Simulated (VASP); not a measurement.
# BiF2 (P4_2/nmc) in VASP: relaxation of cell and atoms with PBE

Aim: the relaxation of cell and atoms of BiF2 with PBE.

Program: VASP 6.6.1. These are calculated values, not measurements. Logs are shortened: lines on timing, memory, paths and dates and some standing lists are left out, and cuts for length are marked.

## Step 1: The cell of the first run

The structure is tetragonal, space group P4_2/nmc (No. 137). Conventional cell: a = 3.397 Å, b = 3.397 Å, c = 9.796 Å, α = 90.00°, β = 90.00°, γ = 90.00°. Bi (site symmetry -4m2) has 4 F at 2.09 Å within 2.8 Å. Within 2.8 Å of F (site symmetry 2mm) lie 2 Bi at 2.09 Å.

## Step 2: Relaxation of cell and atoms, PBE

INCAR

```
  ALGO = Normal
  EDIFF = 1E-7
  EDIFFG = -0.04
  ENCUT = 600
  GGA = PE
  IBRION = 2
  ISIF = 3
  ISMEAR = 0
  LASPH = T
  LCHARG = F
  LREAL = F
  LWAVE = F
  NELM = 100
  NSW = 90
  PREC = Accurate
  SIGMA = 0.1
```

KPOINTS

```
k-points
0
Gamma
  6 6 2
```

POSCAR

```
BiF2
1.0
    3.3970003297      0.0000000000      0.0000000000
    0.0000000000      3.3970003297      0.0000000000
    0.0000000000      0.0000000000      9.7962144642
Bi F
2 4
Direct
    0.0000000000      0.0000000000      0.0000000000
    0.5000000000      0.5000000000      0.5000000000
    0.0000000000      0.5000000000      0.1250000000
    0.0000000000      0.5000000000      0.6250000000
    0.5000000000      0.0000000000      0.3750000000
    0.5000000000      0.0000000000      0.8750000000
```

Potentials or basis: VASP PAW PBE potentials, release 64 (Bi_d, F).

Run with:

```
$ cat potpaw_PBE.64/Bi_d/POTCAR potpaw_PBE.64/F/POTCAR > POTCAR
$ mpirun -np 1 vasp_std > vasp.out
```

OUTCAR:

```text
EDIFF = 1E-7
   EDIFFG = -0.04
   ENCUT = 600
   GGA = PE
   IBRION = 2
   ISIF = 3
   ISMEAR = 0
   LASPH = T
   LREAL = F
   NELM = 100
   NSW = 90
   PREC = Accurate

 ion  position               nearest neighbor table
   1  0.000  0.000  0.000-   3 2.09   6 2.09   3 2.09   6 2.09
   2  0.500  0.500  0.500-   4 2.09   5 2.09   5 2.09   4 2.09
   3  0.000  0.500  0.125-   1 2.09   1 2.09
   4  0.000  0.500  0.625-   2 2.09   2 2.09
   5  0.500  0.000  0.375-   2 2.09   2 2.09
   6  0.500  0.000  0.875-   1 2.09   1 2.09

  LATTYP: Found a simple tetragonal cell.
 ALAT       =     3.3970003297
 C/A-ratio  =     2.8837837838

  Lattice vectors:

 A1 = (   3.3970003297,   0.0000000000,   0.0000000000)
 A2 = (   0.0000000000,   3.3970003297,   0.0000000000)
 A3 = (   0.0000000000,   0.0000000000,   9.7962144642)

Analysis of symmetry for initial positions (statically):
=====================================================================
 Subroutine PRICEL returns:
 Original cell was already a primitive cell.

 Routine SETGRP: Setting up the symmetry group for a
 simple tetragonal supercell.

 Subroutine GETGRP returns: Found 16 space group operations
 (whereof  8 operations were pure point group operations)
 out of a pool of 16 trial point group operations.

The static configuration has the point symmetry D_2d.
 The point group associated with its full space group is D_4h.

Analysis of symmetry for dynamics (positions and initial velocities):
=====================================================================
 Subroutine PRICEL returns:
 Original cell was already a primitive cell.

 Routine SETGRP: Setting up the symmetry group for a
 simple tetragonal supercell.

 Subroutine GETGRP returns: Found 16 space group operations
 (whereof  8 operations were pure point group operations)
 out of a pool of 16 trial point group operations.

The dynamic configuration has the point symmetry D_2d.
 The point group associated with its full space group is D_4h.

 Subroutine INISYM returns: Found 16 space group operations
 (whereof  8 operations are pure point group operations),
 and found     1 'primitive' translations

----------------------------------------------------------------------------------------

                                     Primitive cell

  volume of cell :     113.0445

  direct lattice vectors                    reciprocal lattice vectors
[... 82 lines left out ...]
   ISTART =      0    job   : 0-new  1-cont  2-samecut
   ICHARG =      2    charge: 1-file 2-atom 10-const
   ISPIN  =      1    spin polarized calculation?
   LNONCOLLINEAR =      F non collinear calculations
   LSORBIT =      F    spin-orbit coupling
   LASPH  =      T    aspherical Exc in radial PAW
   ENCUT  =  600.0 eV  44.10 Ry    6.64 a.u.   6.78  6.78 19.57*2*pi/ulx,y,z
   NELM   =    100;   NELMIN=  2; NELMDL= -5     # of ELM steps
   EDIFF  = 0.1E-06   stopping-criterion for ELM
   LREAL  =      F    real-space projection
   EDIFFG = -.4E-01   stopping-criterion for IOM
   NSW    =     90    number of steps for IOM
   IBRION =      2    ionic relax: 0-MD 1-quasi-New 2-CG
   NFREE  =      1    steps in history (QN), initial steepest desc. (CG)
   ISIF   =      3    stress and relaxation
   ISYM   =      2    0-nonsym 1-usesym 2-fastsym
   POTIM  = 0.5000    time-step for ionic-motion
   TEBEG  =    0.0;   TEEND  =   0.0 temperature during run
   PSTRESS=    0.0 pullay stress
   NELECT =      58.0000    total number of electrons
   NUPDOWN=      -1.0000    fix difference up-down
   EMIN   =  10.00;   EMAX   =-10.00  energy-range for DOS
   EFERMI =   0.00;   METHOD = LEGACY
   ISMEAR =     0;   SIGMA  =   0.10  broadening in eV -4-tet -1-fermi 0-gaus
   EFERMI_NEDOS =   21; number of points for ismear=-14 and -15
   IALGO  =     38    algorithm
   IMIX   =      4    mixing-type and parameters
     AMIX     =   0.40;   BMIX     =  1.00
     AMIX_MAG =   1.60;   BMIX_MAG =  1.00
  volume/ion in A,a.u.               =      18.84       127.14
  Fermi-wavevector in a.u.,A,eV,Ry     =   1.310592  2.476661 23.370083  1.717653
  Thomas-Fermi vector in A             =   2.441112
   LORBIT       =      0    0 simple, 1 ext, 2 COOP (PROOUT), +10 PAW based schemes
   GGA     = PE    functional components
   LHFCALC =     F    Hartree Fock is set to
   AEXX    =    0.0000 exact exchange contribution
   IVDW    =     0    specifies the selected vdW correction
   LEPSILON=     F    determine dielectric tensor
   LRPA    =     F    only Hartree local field effects (RPA)
 conjugate gradient relaxation of ions
 non-spin polarized calculation
 Gauss-broadening in eV      SIGMA  =   0.10
  energy-cutoff  :      600.00
  volume of cell :      113.04
 maximum number of plane-waves:      3816
 NGX is ok and might be reduce to    28
   NGX = 13   NGY = 13   NGZ = 39

--------------------------------------- Ionic step        1  -------------------------------------------

 number of electron      57.9999932 magnetization

 Free energy of the ion-electron system (eV)
  ---------------------------------------------------
  ext. energy  EPLUGINS =         0.00000000
  ---------------------------------------------------
  free energy    TOTEN  =       -21.00526009 eV

  energy without entropy =      -20.99357690  energy(sigma->0) =      -20.99941850

------------------------ aborting loop because EDIFF is reached ----------------------------------------

  FORCE on cell =-STRESS in cart. coord.  units (eV):
  Direction    XX          YY          ZZ          XY          YZ          ZX
  --------------------------------------------------------------------------------------
  -------------------------------------------------------------------------------------
  Total       20.7203841     20.7203841     19.3134577      0.0000000      0.0000000      0.0000000
  in kB      293.6695521    293.6695521    273.7292161      0.0000000      0.0000000      0.0000000
  external PRESSURE =     287.0227734 kB  Pullay stress =       0.0000000 kB
[... 1598 lines left out ...]
     33       8.7090      0.00000
     34       8.7090      0.00000

[... ionic steps 4 to 59 ...]

--------------------------------------- Ionic step       60  -------------------------------------------

 number of electron      57.9999964 magnetization

 E-fermi :   6.3776     XC(G=0): -10.0864
[... 822 lines left out ...]
--------------------------------------- Ionic step       62  -------------------------------------------

 number of electron      57.9999967 magnetization

 Free energy of the ion-electron system (eV)
  ---------------------------------------------------
  ext. energy  EPLUGINS =         0.00000000
  ---------------------------------------------------
  free energy    TOTEN  =       -25.40168480 eV

  energy without entropy =      -25.38049455  energy(sigma->0) =      -25.39108968

 E-fermi :   6.1427     XC(G=0):  -9.9940

 val. band max:        6.0207576884   @ k =   0.3333   0.0000   0.5000
 cond. band min:       6.1545404117   @ k =   0.0000   0.0000   0.0000
 fundamental gap:      0.1337827233
 Fermi energy:         6.1426700770
[... 771 lines left out ...]
  FREE ENERGIE OF THE ION-ELECTRON SYSTEM (eV)
  ---------------------------------------------------
  free  energy   TOTEN  =       -25.4016848042 eV

  energy  without entropy=      -25.3804945546  energy(sigma->0) =      -25.39108968

 reached required accuracy - stopping structural energy minimisation
```

OSZICAR:

```text
N       E                     dE             d eps       ncg     rms          rms(c)
DAV:   1     0.823928308329E+03    0.82393E+03   -0.33515E+04  1362   0.218E+03
DAV:   2     0.903123760206E+02   -0.73362E+03   -0.71753E+03  1500   0.594E+02
[... 662 lines left out ...]
DAV:  11    -0.253023887828E+02    0.24823E-06   -0.11638E-07   680   0.348E-03    0.324E-04
DAV:  12    -0.253023886867E+02    0.96016E-07   -0.48412E-08   680   0.253E-03
  54 F= -.25302389E+02 E0= -.25292205E+02  d E =-.554644E-01
       N       E                     dE             d eps       ncg     rms          rms(c)
DAV:   1    -0.253606231691E+02   -0.58234E-01   -0.16414E+00  1550   0.150E+01    0.168E+00
DAV:   2    -0.253102214879E+02    0.50402E-01   -0.17532E-01  1380   0.351E+00    0.419E-01
DAV:   3    -0.253048904024E+02    0.53311E-02   -0.15700E-02  1558   0.238E+00    0.168E-01
DAV:   4    -0.253041713432E+02    0.71906E-03
```

It took 51 min on 1 thread of Intel Xeon 6975P-C (Granite Rapids), shared host; peak memory 0.29 GiB.

Results:

* Free energy: -25.4017 eV
* Relaxed volume: 16.77 Å³/atom
* Relaxed cell: a = 3.792 Å, b = 3.792 Å, c = 6.999 Å, α = 90.00°, β = 90.00°, γ = 90.00°
* Space group after relaxing (to 0.1 Å): I4/mmm (No. 139)
* Energy gained by relaxing: 732.7 meV/atom
* Ionic steps: 62
* Pressure after relaxing: 0.0 GPa
* Largest force after relaxing: 0.004 eV/Å
* Band gap on the k mesh: zero (bands 29 and 30 overlap by 2.39 eV)

Forces in eV/Å, atoms in the order of the input:
```
Bi   0.000  0.000  0.000
Bi   0.000  0.000  0.000
F    0.000  0.000 -0.004
F    0.000  0.000 -0.004
F    0.000  0.000  0.004
F    0.000  0.000  0.004
```

Stress tensor (GPa, compression positive):
```
 0.16  0.00  0.00
 0.00  0.16  0.00
 0.00  0.00 -0.22
```

Step by step:
```
step  energy change (eV)  largest force (eV/Å)  pressure (GPa)  volume (Å³)
   1              0.0000                3.9996           28.70       113.04
   3             -2.9940                0.1889           -0.98       145.22
   5             -2.9959                0.2878           -0.33       143.76
   7             -3.0892                0.2791           -0.63       139.16
   9             -2.9428                0.9787           -3.12       118.78
  11             -3.2360                0.0816           -1.25       128.05
  13             -3.2487                0.0181           -0.13       123.68
  15             -3.2541                0.1124            0.19       123.52
  17             -3.2553                0.1860            0.43       123.38
  19             -3.2599                0.1598            0.13       123.85
  21             -3.2640                0.0433           -1.14       125.89
  23             -3.2687                0.0951           -0.69       124.88
  25             -3.3089                0.2062           -0.46       121.83
  27             -3.6242                0.9398            4.89       106.38
  29             -3.0713                1.2607           17.82        95.82
  31             -2.2893                0.8301           31.95        85.47
  33             -3.2792                0.5098           18.92        91.56
  35             -4.0432                0.0717            0.54       104.94
  37             -4.0447                0.0618            0.05       105.44
  39             -4.0509                0.0722            0.13       105.59
  41             -4.0693                0.1248            0.36       106.12
  43             -4.1652                0.2664           -0.85       107.34
  45             -4.2098                0.2406           -1.67       107.42
  47             -4.2361                0.1964           -2.88       107.32
  49             -4.2404                0.1371           -3.24       106.68
  51             -4.2475                0.1659           -2.92       106.63
  53             -4.2862                0.2156           -1.32       103.99
  55             -4.2989                0.2657            0.42       101.47
  57             -4.3136                0.2441            0.41       101.24
  59             -4.3642                0.1531            0.59       100.21
  61             -4.3958                0.0094           -0.35       101.08
  62             -4.3964                0.0040            0.03       100.62
```

Final structure:
```yaml
crystal:
  lattice:
    - [3.79163, 0.00000, 0.00000]
    - [0.00000, 3.79163, 0.00000]
    - [0.00000, 0.00000, 6.99925]
  atoms:
    - { symbol: Bi, position: [0.00000, 0.00000, 0.00000] }
    - { symbol: Bi, position: [0.50000, 0.50000, 0.50000] }
    - { symbol: F, position: [0.00000, 0.50000, 0.25039] }
    - { symbol: F, position: [0.00000, 0.50000, 0.75039] }
    - { symbol: F, position: [0.50000, 0.00000, 0.24961] }
    - { symbol: F, position: [0.50000, 0.00000, 0.74961] }
```

Levels at points of the mesh, in eV from the Fermi level:
```csv
k point,band 24,band 25,band 26,band 27,band 28,band 29,band 30,band 31,band 32,band 33
"(0.00, 0.00, 0.00)",-4.86,-4.86,-4.66,-4.66,-4.10,0.01,1.47,1.47,2.42,2.82
"(0.50, 0.00, 0.00)",-5.78,-5.54,-5.54,-4.59,-4.59,-0.44,-0.44,2.43,2.43,2.73
"(0.50, 0.50, 0.00)",-5.40,-4.50,-4.50,-4.48,-4.48,-1.26,-1.26,1.63,1.63,3.10
"(0.00, 0.00, 0.50)",-5.43,-4.75,-4.75,-4.75,-4.75,1.12,1.12,2.14,2.14,2.14
"(0.50, 0.00, 0.50)",-5.87,-5.56,-5.56,-4.42,-4.42,-0.48,-0.48,2.57,2.57,2.74
"(0.50, 0.50, 0.50)",-5.29,-4.51,-4.51,-4.47,-4.47,0.24,0.24,0.24,0.24,2.99
```

Caveat: a cell axis changed by over 15 % at a fixed basis, so the end point is rough; spin-orbit coupling is left out, which moves the levels of the heavy elements.
